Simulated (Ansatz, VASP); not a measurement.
**Ga2SeS3: VASP beside Ansatz**

```
CELL_PARAMETERS angstrom
5.00574 0.00000 0.00000
-2.50287 4.33510 0.00000
0.00000 0.00000 9.36930
ATOMIC_POSITIONS crystal
Ga 0.33333 0.66667 0.00000
Ga 0.66667 0.33333 0.00000
Se 0.00000 0.00000 0.50000
S 0.00000 0.00000 0.25692
S 0.00000 0.00000 0.74308
S 0.00000 0.00000 0.00000
```

Alike in both runs: functional PBE; k mesh 12 × 12 × 4; occupations gaussian, width 0.1 eV; no spin polarisation.

Ansatz relaxed the structure, and its values are those at the end. VASP's run is a single point on that final structure, the one shown.

|  | VASP | Ansatz |
| --- | --- | --- |
| version | VASP 6.6.1 | Ansatz 0.2.0 |
| potentials or method | VASP PAW PBE potentials, release 64 (Ga_d, Se, S), cutoff 520 eV | scalar-relativistic, plane waves, PAW |
| valence electrons in the cell | 50 | 60 |

```tsv
	VASP	Ansatz	Ansatz less VASP
gap on the k mesh at the Fermi level (eV)	none	none	-
pressure (GPa)	0.0	0.0	+0.01
```

A gap of «none» marks a metal or a gap that the smearing closes. VASP's potentials hold 50 valence electrons a cell and Ansatz's 60, so a difference there can come from the potentials and not from the codes.
